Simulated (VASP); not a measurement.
# YN (I4/mmm) in VASP: single point with HSE06

Aim: the single point of YN with HSE06.

Everything below comes from runs of VASP 6.6.1. Logs are shortened: lines on timing, memory, paths and dates and some standing lists are left out, and cuts for length are marked.

## 1. The cell of the first run

The structure is tetragonal, space group I4/mmm (No. 139). The conventional cell has a = 3.462 Å, b = 3.462 Å, c = 4.847 Å, α = 90.00°, β = 90.00°, γ = 90.00°. Y (site symmetry 4/mmm) has 6 N at 2.42 to 2.45 Å within 3.2 Å. N (site symmetry 4/mmm) has 6 Y at 2.42 to 2.45 Å within 3.2 Å.

## 2. Single point, HSE06 (uniaxial z strain -1.0%)

The input, POSCAR:

```
YN
1.0
    0.0000000000      2.4480481427      2.4235676612
    2.4480481427      0.0000000000      2.4235676612
    2.4480481427      2.4480481427      0.0000000000
Y N
1 1
Direct
    0.0000000000      0.0000000000      0.0000000000
    0.5000000000      0.5000000000      0.5000000000
```

The input, INCAR.step1:

```
SYSTEM = YN
PREC     = Accurate       ! precision mode
ENCUT    = 520            ! plane-wave cutoff, eV
EDIFF    = 1E-5           ! SCF threshold, eV
ISMEAR   = -1             ! smearing method
SIGMA    = 0.02           ! smearing width, eV
LREAL    = .False.        ! projectors in reciprocal space
LASPH    = .True.         ! aspherical terms in the spheres
NELM     = 120            ! most SCF steps
ALGO     = Normal         ! electronic algorithm
ISIF     = 2              ! what is computed and relaxed
LWAVE    = .True.         ! write WAVECAR
LCHARG   = .False.        ! write CHGCAR
GGA      = PE             ! functional
NBANDS   = 15             ! bands
GGA_COMPAT= .False.
```

The input, INCAR.step2:

```
SYSTEM = YN
PREC     = Accurate       ! precision mode
ENCUT    = 520            ! plane-wave cutoff, eV
EDIFF    = 1E-6           ! SCF threshold, eV
ISMEAR   = -1             ! smearing method
SIGMA    = 0.02           ! smearing width, eV
LREAL    = .False.        ! projectors in reciprocal space
LASPH    = .True.         ! aspherical terms in the spheres
NELM     = 120            ! most SCF steps
ALGO     = Normal         ! electronic algorithm
ISIF     = 2              ! what is computed and relaxed
LWAVE    = .False.        ! write WAVECAR
LCHARG   = .False.        ! write CHGCAR
GGA      = PE             ! functional
LHFCALC  = .True.         ! exact exchange
HFSCREEN = 0.2079         ! screening, 1/A
PRECFOCK = Normal       
ISTART   = 1            
NBANDS   = 15             ! bands
GGA_COMPAT= .False.
```

The input, KPOINTS:

```
Automatic mesh
0
Gamma
  6 6 6
  0 0 0
```

Potentials or basis: VASP PAW PBE potentials, release 64 (Y_sv, N).

Launch:

```console
> cat potpaw_PBE.64/Y_sv/POTCAR potpaw_PBE.64/N/POTCAR > POTCAR
> cp INCAR.step1 INCAR
> mpirun -np 1 vasp_std > vasp.out
> cp INCAR.step2 INCAR
> mpirun -np 1 vasp_std > vasp.out
```

OUTCAR:

```text
SYSTEM = YN
   PREC = Accurate
   ENCUT = 520
   EDIFF = 1E-6
   ISMEAR = -1
   LREAL = .False.
   LASPH = .True.
   NELM = 120
   ISIF = 2
   GGA = PE
   LHFCALC = .True.
   HFSCREEN = 0.2079
   PRECFOCK = Normal
   ISTART = 1

 ion  position               nearest neighbor table
   1  0.000  0.000  0.000-   2 2.42   2 2.42   2 2.45   2 2.45   2 2.45   2 2.45
   2  0.500  0.500  0.500-   1 2.42   1 2.42   1 2.45   1 2.45   1 2.45   1 2.45

  LATTYP: Found a body centered tetragonal cell.
 ALAT       =     3.4620628847
 C/A-ratio  =     1.4000714267

  Lattice vectors:

 A1 = (   0.0000000000,  -2.4480481427,  -2.4235676612)
 A2 = (   0.0000000000,   2.4480481427,  -2.4235676612)
 A3 = (   2.4480481427,   0.0000000000,   2.4235676612)

Analysis of symmetry for initial positions (statically):
=====================================================================
 Subroutine PRICEL returns:
 Original cell was already a primitive cell.

 Routine SETGRP: Setting up the symmetry group for a
 body centered tetragonal supercell.

 Subroutine GETGRP returns: Found 16 space group operations
 (whereof 16 operations were pure point group operations)
 out of a pool of 16 trial point group operations.

The static configuration has the point symmetry D_4h.

Analysis of symmetry for dynamics (positions and initial velocities):
=====================================================================
 Subroutine PRICEL returns:
 Original cell was already a primitive cell.

 Routine SETGRP: Setting up the symmetry group for a
 body centered tetragonal supercell.

 Subroutine GETGRP returns: Found 16 space group operations
 (whereof 16 operations were pure point group operations)
 out of a pool of 16 trial point group operations.

The dynamic configuration has the point symmetry D_4h.

 Subroutine INISYM returns: Found 16 space group operations
 (whereof 16 operations are pure point group operations),
 and found     1 'primitive' translations

----------------------------------------------------------------------------------------

                                     Primitive cell

  volume of cell :      29.0486

  direct lattice vectors                    reciprocal lattice vectors
     0.000000000  2.448048143  2.423567661    -0.204244349  0.204244349  0.206307424
     2.448048143  0.000000000  2.423567661     0.204244349 -0.204244349  0.206307424
     2.448048143  2.448048143  0.000000000     0.204244349  0.204244349 -0.206307424

  length of vectors
     3.444796063  3.444796063  3.462062885     0.354956704  0.354956704  0.354956704

  position of ions in fractional coordinates (direct lattice)
     0.000000000  0.000000000  0.000000000
     0.500000000  0.500000000  0.500000000

  ion indices of the primitive-cell ions
   primitive index   ion index
                 1           1
                 2           2

----------------------------------------------------------------------------------------

 KPOINTS: Automatic mesh

Automatic generation of k-mesh.
 Grid dimensions read from file:
 generate k-points for:    6    6    6

 Generating k-lattice:

  Cartesian coordinates                     Fractional coordinates (reciprocal lattice)
    -0.034040725  0.034040725  0.034384571     0.166666667 -0.000000000  0.000000000
     0.034040725 -0.034040725  0.034384571    -0.000000000  0.166666667  0.000000000
     0.034040725  0.034040725 -0.034384571     0.000000000  0.000000000  0.166666667

  Length of vectors
     0.059159451  0.059159451  0.059159451

  Shift w.r.t. Gamma in fractional coordinates (k-lattice)
     0.000000000  0.000000000  0.000000000

 Subroutine IBZKPT returns following result:
 ===========================================

 Found     30 irreducible k-points:

 Following reciprocal coordinates:
            Coordinates               Weight
  0.000000  0.000000  0.000000      1.000000
  0.166667  0.000000  0.000000      8.000000
  0.333333 -0.000000  0.000000      8.000000
  0.500000  0.000000  0.000000      4.000000
  0.166667  0.166667  0.000000      2.000000
  0.333333  0.166667  0.000000      8.000000
[... 16 lines left out ...]
  0.333333  0.000000  0.333333      4.000000
  0.500000  0.000000  0.333333     16.000000
 [... further k-points ...]
   k-points           NKPTS =     30   k-points in BZ     NKDIM =    216   number of bands    NBANDS=     15
   number of dos      NEDOS =    301   number of ions     NIONS =      2
   total plane-waves  NPLWV =  21952
   dimension x,y,z NGX =    28 NGY =   28 NGZ =   28
   dimension x,y,z NGXF=    56 NGYF=   56 NGZF=   56
   ions per type =               1   1
   NGX,Y,Z   is equivalent  to a cutoff of  13.51, 13.51, 13.45 a.u.
   NGXF,Y,Z  is equivalent  to a cutoff of  27.03, 27.03, 26.89 a.u.
 SYSTEM =  YN
   PREC   = accura    normal or accurate (medium, high low for compatibility)
   ISTART =      1    job   : 0-new  1-cont  2-samecut
   ICHARG =      0    charge: 1-file 2-atom 10-const
   ISPIN  =      1    spin polarized calculation?
   LNONCOLLINEAR =      F non collinear calculations
   LSORBIT =      F    spin-orbit coupling
   LASPH  =      T    aspherical Exc in radial PAW
   ENCUT  =  520.0 eV  38.22 Ry    6.18 a.u.   6.41  6.41  6.44*2*pi/ulx,y,z
   NELM   =    120;   NELMIN=  2; NELMDL=  0     # of ELM steps
   EDIFF  = 0.1E-05   stopping-criterion for ELM
   LREAL  =      F    real-space projection
   EDIFFG = 0.1E-04   stopping-criterion for IOM
   NSW    =      0    number of steps for IOM
   IBRION =     -1    ionic relax: 0-MD 1-quasi-New 2-CG
   NFREE  =      0    steps in history (QN), initial steepest desc. (CG)
   ISIF   =      2    stress and relaxation
   ISYM   =      3    0-nonsym 1-usesym 2-fastsym
   POTIM  = 0.5000    time-step for ionic-motion
   TEBEG  =    0.0;   TEEND  =   0.0 temperature during run
   PSTRESS=    0.0 pullay stress
   NELECT =      16.0000    total number of electrons
   NUPDOWN=      -1.0000    fix difference up-down
   EMIN   =  10.00;   EMAX   =-10.00  energy-range for DOS
   EFERMI =   0.00;   METHOD = LEGACY
   ISMEAR =    -1;   SIGMA  =   0.02  broadening in eV -4-tet -1-fermi 0-gaus
   EFERMI_NEDOS =   21; number of points for ismear=-14 and -15
   IALGO  =     38    algorithm
   IMIX   =      1    mixing-type and parameters
     AMIX     =   0.40;   BMIX     =  1.00
     AMIX_MAG =   1.60;   BMIX_MAG =  1.00
  volume/ion in A,a.u.               =      14.52        98.01
  Fermi-wavevector in a.u.,A,eV,Ry     =   1.341961  2.535938 24.502169  1.800859
  Thomas-Fermi vector in A             =   2.470153
   LORBIT       =      0    0 simple, 1 ext, 2 COOP (PROOUT), +10 PAW based schemes
   GGA     = PE    functional components
   LHFCALC =     T    Hartree Fock is set to
   PRECFOCK=normal    Normal, Fast or Accurate (Low or Medium for compatibility)
   ENCUT4O =  -1.0   cutoff for four orbital integrals eV
   NKREDX  =     1    reduce k-point grid by
   NKREDY  =     1    reduce k-point grid by
   NKREDZ  =     1    reduce k-point grid by
   AEXX    =    0.2500 exact exchange contribution
   HFSCREEN=    0.2079 screening length (either q_TF or 0.3 A-1)
   HFSCREENC=   0.2079 screening length for correlation (either q_TF or 0.3 A-1)
   ENCUTFOCK=  -1.0 apply spherical cutoff to Coloumb kernel
   IVDW    =     0    specifies the selected vdW correction
   LEPSILON=     F    determine dielectric tensor
   LRPA    =     F    only Hartree local field effects (RPA)
 non-spin polarized calculation
  energy-cutoff  :      520.00
  volume of cell :       29.05
 maximum number of plane-waves:       801
 NGX is ok and might be reduce to    28
  NGX = 20; NGY = 20; NGZ = 20

 number of electron      16.0000002 magnetization

 Free energy of the ion-electron system (eV)
  ---------------------------------------------------
  ext. energy  EPLUGINS =         0.00000000
  ---------------------------------------------------
  free energy    TOTEN  =       -21.28067048 eV

  energy without entropy =      -21.28067048  energy(sigma->0) =      -21.28067048

 E-fermi :   4.1425     XC(G=0):  -9.2753

 val. band max:        3.6000301692   @ k =   0.0000   0.0000   0.0000
 cond. band min:       4.6350454624   @ k =   0.5000   0.5000   0.0000
 fundamental gap:      1.0350152932
 Fermi energy:         4.1425057652

 k-point     1 :       0.0000    0.0000    0.0000
  band No.  band energies     occupation
      1     -39.9704      2.00000
      2     -18.2457      2.00000
      3     -18.2457      2.00000
      4     -18.2412      2.00000
      5     -10.8435      2.00000
      6       3.5670      2.00000
      7       3.5670      2.00000
      8       3.6000      2.00000
      9       7.8661      0.00000
     10       7.8661      0.00000
     11       7.9624      0.00000
     12       8.8823      0.00000
     13       9.8480      0.00000
     14      10.0033      0.00000
     15      15.6411      0.00000

 k-point     2 :       0.1667    0.0000    0.0000
  band No.  band energies     occupation
      1     -39.9378      2.00000
      2     -18.6093      2.00000
      3     -18.2686      2.00000
      4     -18.2615      2.00000
      5     -10.3223      2.00000
      6       2.0582      2.00000
      7       2.7231      2.00000
      8       2.7398      2.00000
      9       8.0661      0.00000
     10       8.5729      0.00000
     11       8.6130      0.00000
     12      10.3526      0.00000
     13      11.2113      0.00000
     14      11.3859      0.00000
     15      17.3899      0.00000

 k-point     3 :       0.3333   -0.0000    0.0000
  band No.  band energies     occupation
      1     -39.8718      2.00000
      2     -19.2431      2.00000
      3     -18.3138      2.00000
      4     -18.2985      2.00000
      5      -9.3225      2.00000
      6      -0.0490      2.00000
      7       1.5572      2.00000
      8       1.5605      2.00000
      9       9.0390      0.00000
     10      10.2559      0.00000
     11      10.2681      0.00000
     12      12.1848      0.00000
     13      13.8010      0.00000
     14      13.9925      0.00000
     15      19.1335      0.00000

 k-point     4 :       0.5000    0.0000    0.0000
  band No.  band energies     occupation
      1     -39.8383      2.00000
      2     -19.5258      2.00000
      3     -18.3361      2.00000
      4     -18.3167      2.00000
      5      -8.8151      2.00000
      6      -0.9434      2.00000
      7       1.0987      2.00000
      8       1.1016      2.00000
      9      10.7643      0.00000
     10      11.3946      0.00000
     11      11.4410      0.00000
     12      11.4954      0.00000
     13      15.4431      0.00000
     14      15.6346      0.00000
     15      18.5946      0.00000
[... 307 lines left out ...]
 k-point    22 :      -0.3333    0.5000    0.1667
  band No.  band energies     occupation
      1     -39.7944      2.00000
      2     -19.0413      2.00000
      3     -18.7597      2.00000
      4     -18.6874      2.00000
      5      -9.9375      2.00000
      6       1.6291      2.00000
      7       1.8312      2.00000
      8       2.1148      2.00000
      9       6.9658      0.00000
     10      10.6075      0.00000
     11      12.2990      0.00000
     12      13.1101      0.00000
     13      13.6733      0.00000
     14      16.9881      0.00000
     15      17.3345      0.00000

 k-point    23 :       0.3333    0.0000    0.3333
  band No.  band energies     occupation
      1     -39.8418      2.00000
      2     -19.0364      2.00000
      3     -18.5133      2.00000
      4     -18.5019      2.00000
      5     -10.0449      2.00000
      6       0.8113      2.00000
      7       3.0125      2.00000
      8       3.0512      2.00000
      9       5.2390      0.00000
     10      11.1157      0.00000
     11      11.3706      0.00000
     12      12.1353      0.00000
     13      12.1421      0.00000
     14      15.6468      0.00000
     15      19.6201      0.00000

 k-point    24 :       0.5000    0.0000    0.3333
  band No.  band energies     occupation
      1     -39.8088      2.00000
      2     -19.1321      2.00000
      3     -18.6937      2.00000
      4     -18.5284      2.00000
      5      -9.9699      2.00000
      6       1.2816      2.00000
      7       2.0476      2.00000
      8       2.5448      2.00000
      9       6.0992      0.00000
     10      11.9348      0.00000
     11      12.5623      0.00000
     12      12.6338      0.00000
     13      12.8336      0.00000
     14      15.9839      0.00000
     15      17.2437      0.00000

 [... further k-points ...]
[... 5 lines left out ...]
  --------------------------------------------------------------------------------------
  -------------------------------------------------------------------------------------
  Total       -0.1599148     -0.1599148      0.2944055      0.0000000     -0.0000000     -0.0000000
  in kB       -8.8201159     -8.8201159     16.2379605      0.0000000     -0.0000000     -0.0000000
  external PRESSURE =      -0.4674237 kB  Pullay stress =       0.0000000 kB

 VOLUME and BASIS-vectors are now :
 -----------------------------------------------------------------------------
  energy-cutoff  :      520.00
  volume of cell :       29.05
      direct lattice vectors                 reciprocal lattice vectors
     0.000000000  2.448048143  2.423567661    -0.204244349  0.204244349  0.206307424
     2.448048143  0.000000000  2.423567661     0.204244349 -0.204244349  0.206307424
     2.448048143  2.448048143  0.000000000     0.204244349  0.204244349 -0.206307424

 POSITION                                       TOTAL-FORCE (eV/Angst)
 -----------------------------------------------------------------------------------
      0.00000      0.00000      0.00000         0.000000      0.000000      0.000000
      2.44805      2.44805      2.42357         0.000000      0.000000      0.000000
 -----------------------------------------------------------------------------------
    total drift:                                0.000000     -0.000000      0.000000

  FREE ENERGIE OF THE ION-ELECTRON SYSTEM (eV)
  ---------------------------------------------------
  free  energy   TOTEN  =       -21.2806704771 eV

  energy  without entropy=      -21.2806704771  energy(sigma->0) =      -21.28067048
```

Wall time 1.7 h (1 thread of Intel Xeon 8259CL, shared host); peak memory 0.29 GiB.

What came out:

| Property | Result |
| --- | --- |
| Free energy | -21.2807 eV |
| Pressure | 0.0 GPa |
| Band gap on the k mesh | 1.03 eV (least direct gap 1.52 eV) |

Levels at points of the mesh, in eV from the valence-band top:
```tsv
k point	band 4	band 5	band 6	band 7	band 8	band 9	band 10	band 11	band 12	band 13
(0.00, 0.00, 0.00)	-21.84	-14.44	-0.03	-0.03	0.00	4.27	4.27	4.36	5.28	6.25
(0.50, 0.00, 0.00)	-21.92	-12.42	-4.54	-2.50	-2.50	7.16	7.79	7.84	7.90	11.84
(0.50, 0.50, 0.00)	-22.21	-13.94	-1.73	-0.50	-0.50	1.03	8.20	8.70	9.49	9.49
(0.50, 0.00, 0.50)	-22.19	-13.95	-1.82	-0.49	-0.45	1.07	8.18	8.70	9.42	9.54
```

Caveat: the cell differs from its parent crystal (uniaxial z strain -1.0%); the structure was generated, so it needn't be the stable form of YN; the PAW data sets were made with another functional, which shifts forces and pressure a little. A k mesh can miss the band edges.
